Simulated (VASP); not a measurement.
# Nb in VASP: a series of runs

The runs below take Nb through single point, with LDA.

All numbers are computed with VASP 6.6.1; they aren't measurements. Logs are shortened: lines on timing, memory, paths and dates and some standing lists are left out, and cuts for length are marked.

**1. The cell of the first run**

The cell holds a slab with vacuum, 5 atoms: a = 4.595 Å, b = 4.595 Å, c = 16.278 Å, α = 90.00°, β = 90.00°, γ = 120.00°.

**2. Single point, LDA**

The input, INCAR:

```
SYSTEM = Nb
PREC = Accurate ; ENCUT = 520
EDIFF = 1E-7 ; ISMEAR = -1
SIGMA = 0.1 ; LREAL = .False.
LASPH = .True. ; NELM = 100
ALGO = Normal ; ISIF = 2
LWAVE = .False. ; LCHARG = .False.
LDIPOL = .True. ; IDIPOL = 3
DIPOL = 0.5 0.5 0.500 ; NBANDS = 40
```

The input, KPOINTS:

```
regular mesh
0
Gamma
  8 8 1
  0 0 0
```

The input, POSCAR:

```
Nb
1.0
    4.5946883331      0.0000000000      0.0000000000
   -2.2973441665      3.9791168189      0.0000000000
    0.0000000000      0.0000000000     16.2777000000
Nb
5
Direct
    0.8333333333      0.1666666667      0.3993178693
    0.1666666667      0.8333333333      0.4473015002
    0.5000000000      0.5000000000      0.4999999836
    0.8333333333      0.1666666667      0.5526984937
    0.1666666667      0.8333333333      0.6006821307
```

Potentials or basis: VASP PAW LDA potentials, release 64 (Nb_sv).

Run with:

```bash
$ cat potpaw_LDA.64/Nb_sv/POTCAR > POTCAR
$ mpirun -np 1 vasp_std > vasp.out
```

OUTCAR:

```text
SYSTEM = Nb
   PREC = Accurate
   ENCUT = 520
   EDIFF = 1E-7
   ISMEAR = -1
   LREAL = .False.
   LASPH = .True.
   NELM = 100
   ISIF = 2

 ion  position               nearest neighbor table
   1  0.833  0.167  0.399-   4 2.50   2 2.77   2 2.77   2 2.77
   2  0.167  0.833  0.447-   5 2.50   1 2.77   1 2.77   1 2.77   3 2.79   3 2.79   3 2.79
   3  0.500  0.500  0.500-   2 2.79   2 2.79   2 2.79   4 2.79   4 2.79   4 2.79
   4  0.833  0.167  0.553-   1 2.50   5 2.77   5 2.77   5 2.77   3 2.79   3 2.79   3 2.79
   5  0.167  0.833  0.601-   2 2.50   4 2.77   4 2.77   4 2.77

  LATTYP: Found a hexagonal cell.
 ALAT       =     4.5946883331
 C/A-ratio  =     3.5427212511

  Lattice vectors:

 A1 = (   4.5946883331,   0.0000000000,   0.0000000000)
 A2 = (  -2.2973441665,   3.9791168189,   0.0000000000)
 A3 = (   0.0000000000,   0.0000000000,  16.2777000000)

Analysis of symmetry for initial positions (statically):
=====================================================================
 Subroutine PRICEL returns:
 Original cell was already a primitive cell.

 Routine SETGRP: Setting up the symmetry group for a
 hexagonal supercell.

 Subroutine GETGRP returns: Found 12 space group operations
 (whereof  4 operations were pure point group operations)
 out of a pool of 24 trial point group operations.

The static configuration has the point symmetry C_2h.
 The point group associated with its full space group is D_3d.

Analysis of symmetry for dynamics (positions and initial velocities):
=====================================================================
 Subroutine PRICEL returns:
 Original cell was already a primitive cell.

 Routine SETGRP: Setting up the symmetry group for a
 hexagonal supercell.

 Subroutine GETGRP returns: Found 12 space group operations
 (whereof  4 operations were pure point group operations)
 out of a pool of 24 trial point group operations.

The dynamic configuration has the point symmetry C_2h.
 The point group associated with its full space group is D_3d.

 Subroutine INISYM returns: Found 12 space group operations
 (whereof  4 operations are pure point group operations),
 and found     1 'primitive' translations

----------------------------------------------------------------------------------------

                                     Primitive cell

  volume of cell :     297.6020

  direct lattice vectors                    reciprocal lattice vectors
     4.594688333  0.000000000  0.000000000     0.217642618  0.125656024  0.000000000
    -2.297344166  3.979116819  0.000000000     0.000000000  0.251312049  0.000000000
     0.000000000  0.000000000 16.277700000     0.000000000  0.000000000  0.061433741

  length of vectors
     4.594688333  4.594688333 16.277700000     0.251312049  0.251312049  0.061433741

  position of ions in fractional coordinates (direct lattice)
     0.833333333  0.166666667  0.399317869
     0.166666667  0.833333333  0.447301500
     0.500000000  0.500000000  0.499999984
     0.833333333  0.166666667  0.552698494
     0.166666667  0.833333333  0.600682131

  ion indices of the primitive-cell ions
   primitive index   ion index
                 1           1
                 2           2
                 3           3
                 4           4
                 5           5

----------------------------------------------------------------------------------------

 KPOINTS: regular mesh

Automatic generation of k-mesh.
 Grid dimensions read from file:
 generate k-points for:    8    8    1

 Generating k-lattice:

  Cartesian coordinates                     Fractional coordinates (reciprocal lattice)
     0.027205327  0.015707003  0.000000000     0.125000000  0.000000000  0.000000000
     0.000000000  0.031414006  0.000000000     0.000000000  0.125000000  0.000000000
     0.000000000  0.000000000  0.061433741     0.000000000  0.000000000  1.000000000

  Length of vectors
     0.031414006  0.031414006  0.061433741

  Shift w.r.t. Gamma in fractional coordinates (k-lattice)
     0.000000000  0.000000000  0.000000000

 Subroutine IBZKPT returns following result:
 ===========================================

 Found     10 irreducible k-points:

 Following reciprocal coordinates:
            Coordinates               Weight
  0.000000  0.000000  0.000000      1.000000
  0.125000 -0.000000  0.000000      6.000000
  0.250000 -0.000000  0.000000      6.000000
  0.375000  0.000000  0.000000      6.000000
  0.500000 -0.000000  0.000000      3.000000
  0.125000  0.125000  0.000000      6.000000
  0.250000  0.125000  0.000000     12.000000
  0.375000  0.125000  0.000000     12.000000
  0.250000  0.250000  0.000000      6.000000
  0.375000  0.250000  0.000000      6.000000
   k-points           NKPTS =     10   k-points in BZ     NKDIM =     10   number of bands    NBANDS=     40
   number of dos      NEDOS =    301   number of ions     NIONS =      5
   total plane-waves  NPLWV = 163296
   dimension x,y,z NGX =    36 NGY =   36 NGZ =  126
   dimension x,y,z NGXF=    72 NGYF=   72 NGZF=  252
   ions per type =               5
   NGX,Y,Z   is equivalent  to a cutoff of  13.03, 13.03, 12.87 a.u.
   NGXF,Y,Z  is equivalent  to a cutoff of  26.05, 26.05, 25.74 a.u.
 SYSTEM =  Nb
   PREC   = accura    normal or accurate (medium, high low for compatibility)
   ISTART =      0    job   : 0-new  1-cont  2-samecut
   ICHARG =      2    charge: 1-file 2-atom 10-const
   ISPIN  =      1    spin polarized calculation?
   LNONCOLLINEAR =      F non collinear calculations
   LSORBIT =      F    spin-orbit coupling
   LASPH  =      T    aspherical Exc in radial PAW
   ENCUT  =  520.0 eV  38.22 Ry    6.18 a.u.   8.54  8.54 30.27*2*pi/ulx,y,z
   NELM   =    100;   NELMIN=  2; NELMDL= -5     # of ELM steps
   EDIFF  = 0.1E-06   stopping-criterion for ELM
   LREAL  =      F    real-space projection
   EDIFFG = 0.1E-05   stopping-criterion for IOM
   NSW    =      0    number of steps for IOM
   IBRION =     -1    ionic relax: 0-MD 1-quasi-New 2-CG
   NFREE  =      0    steps in history (QN), initial steepest desc. (CG)
   ISIF   =      2    stress and relaxation
   ISYM   =      2    0-nonsym 1-usesym 2-fastsym
   POTIM  = 0.5000    time-step for ionic-motion
   TEBEG  =    0.0;   TEEND  =   0.0 temperature during run
   PSTRESS=    0.0 pullay stress
   NELECT =      65.0000    total number of electrons
   NUPDOWN=      -1.0000    fix difference up-down
   EMIN   =  10.00;   EMAX   =-10.00  energy-range for DOS
   EFERMI =   0.00;   METHOD = LEGACY
   ISMEAR =    -1;   SIGMA  =   0.10  broadening in eV -4-tet -1-fermi 0-gaus
   EFERMI_NEDOS =   21; number of points for ismear=-14 and -15
   IALGO  =     38    algorithm
   IMIX   =      4    mixing-type and parameters
     AMIX     =   0.40;   BMIX     =  1.00
     AMIX_MAG =   1.60;   BMIX_MAG =  1.00
  volume/ion in A,a.u.               =      59.52       401.66
  Fermi-wavevector in a.u.,A,eV,Ry     =   0.985903  1.863086 13.224917  0.972004
  Thomas-Fermi vector in A             =   2.117244
   LORBIT       =      0    0 simple, 1 ext, 2 COOP (PROOUT), +10 PAW based schemes
   GGA     = CA    functional components
   LHFCALC =     F    Hartree Fock is set to
   AEXX    =    0.0000 exact exchange contribution
   IVDW    =     0    specifies the selected vdW correction
   LEPSILON=     F    determine dielectric tensor
   LRPA    =     F    only Hartree local field effects (RPA)
 non-spin polarized calculation
  energy-cutoff  :      520.00
  volume of cell :      297.60
 maximum number of plane-waves:      8059
 NGX is ok and might be reduce to    36
   NGX = 17   NGY = 17   NGZ = 61

 number of electron      65.0000004 magnetization

 dipolmoment           0.000000      0.000000      0.000004 electrons x Angstroem

 Free energy of the ion-electron system (eV)
  ---------------------------------------------------
  ext. energy  EPLUGINS =         0.00000000
  ---------------------------------------------------
  free energy    TOTEN  =       -50.08568395 eV

  energy without entropy =      -49.92646780  energy(sigma->0) =      -50.00607588

 E-fermi :   0.7028     XC(G=0):  -5.1097

 val. band max:        0.6611082954   @ k =   0.3750   0.2500   0.0000
 cond. band min:       0.7203778865   @ k =   0.2500   0.2500   0.0000
 fundamental gap:      0.0592695910
 Fermi energy:         0.7028105468

 k-point     1 :       0.0000    0.0000    0.0000
  band No.  band energies     occupation
      1     -53.6354      2.00000
      2     -53.4855      2.00000
      3     -53.4310      2.00000
      4     -52.9616      2.00000
      5     -52.8949      2.00000
      6     -30.3258      2.00000
[... 32 lines left out ...]
     39       3.1908      0.00000
     40       3.1999      0.00000

 k-point     2 :       0.1250   -0.0000    0.0000
  band No.  band energies     occupation
      1     -53.6243      2.00000
      2     -53.4854      2.00000
      3     -53.4338      2.00000
      4     -52.9637      2.00000
      5     -52.9022      2.00000
      6     -30.3530      2.00000
[... 32 lines left out ...]
     39       3.0685      0.00000
     40       3.1057      0.00000

 k-point     3 :       0.2500   -0.0000    0.0000
  band No.  band energies     occupation
      1     -53.5943      2.00000
      2     -53.4865      2.00000
      3     -53.4419      2.00000
      4     -52.9680      2.00000
      5     -52.9210      2.00000
      6     -30.4223      2.00000
[... 251 lines left out ...]
  band No.  band energies     occupation
      1     -53.5374      2.00000
      2     -53.4948      2.00000
      3     -53.4583      2.00000
      4     -52.9711      2.00000
      5     -52.9532      2.00000
      6     -30.4787      2.00000
[... 32 lines left out ...]
     39       2.5591      0.00000
     40       2.7685      0.00000

 k-point    10 :       0.3750    0.2500    0.0000
  band No.  band energies     occupation
      1     -53.5150      2.00000
      2     -53.5044      2.00000
      3     -53.4639      2.00000
      4     -52.9685      2.00000
      5     -52.9636      2.00000
      6     -30.4739      2.00000
[... 32 lines left out ...]
     39       2.5163      0.00000
     40       2.7840      0.00000

------------------------ aborting loop because EDIFF is reached ----------------------------------------

 vacuum level on the upper side and lower side of the slab       (xc-potential included)        -0.212        -0.212

  FORCE on cell =-STRESS in cart. coord.  units (eV):
  Direction    XX          YY          ZZ          XY          YZ          ZX
  --------------------------------------------------------------------------------------
  -------------------------------------------------------------------------------------
  Total       -4.3586164     -4.3586164     -0.0114148     -0.0000000      0.0000000      0.0000000
  in kB      -23.4651561    -23.4651561     -0.0614529     -0.0000000      0.0000000      0.0000000
  external PRESSURE =     -15.6639217 kB  Pullay stress =       0.0000000 kB

 VOLUME and BASIS-vectors are now :
 -----------------------------------------------------------------------------
  energy-cutoff  :      520.00
  volume of cell :      297.60
      direct lattice vectors                 reciprocal lattice vectors
     4.594688333  0.000000000  0.000000000     0.217642618  0.125656024  0.000000000
    -2.297344166  3.979116819  0.000000000     0.000000000  0.251312049  0.000000000
     0.000000000  0.000000000 16.277700000     0.000000000  0.000000000  0.061433741

 POSITION                                       TOTAL-FORCE (eV/Angst)
 -----------------------------------------------------------------------------------
      3.44602      0.66319      6.49998        -0.000000      0.000000     -0.013579
     -1.14867      3.31593      7.28104        -0.000000     -0.000000     -0.009348
      1.14867      1.98956      8.13885         0.000000     -0.000000      0.000000
      3.44602      0.66319      8.99666        -0.000000     -0.000000      0.009348
     -1.14867      3.31593      9.77772         0.000000      0.000000      0.013579
 -----------------------------------------------------------------------------------
    total drift:                                0.000000     -0.000000      0.001331

  FREE ENERGIE OF THE ION-ELECTRON SYSTEM (eV)
  ---------------------------------------------------
  free  energy   TOTEN  =       -50.0856839476 eV

  energy  without entropy=      -49.9264678043  energy(sigma->0) =      -50.00607588

 vacuum level on the upper side and lower side of the slab         4.473         4.473
```

It took 4.6 min on 1 thread of AMD EPYC 9R14 (Zen 4), shared host; peak memory 0.3 GiB.

Results:

| Quantity | Value |
| --- | --- |
| Free energy | -50.0857 eV |
| Largest force | 0.014 eV/Å |

Forces on the atoms (eV/Å):
```
Nb   0.000  0.000 -0.014
Nb   0.000  0.000 -0.009
Nb   0.000  0.000  0.000
Nb   0.000  0.000  0.009
Nb   0.000  0.000  0.014
```

[end of part 1 of 2]
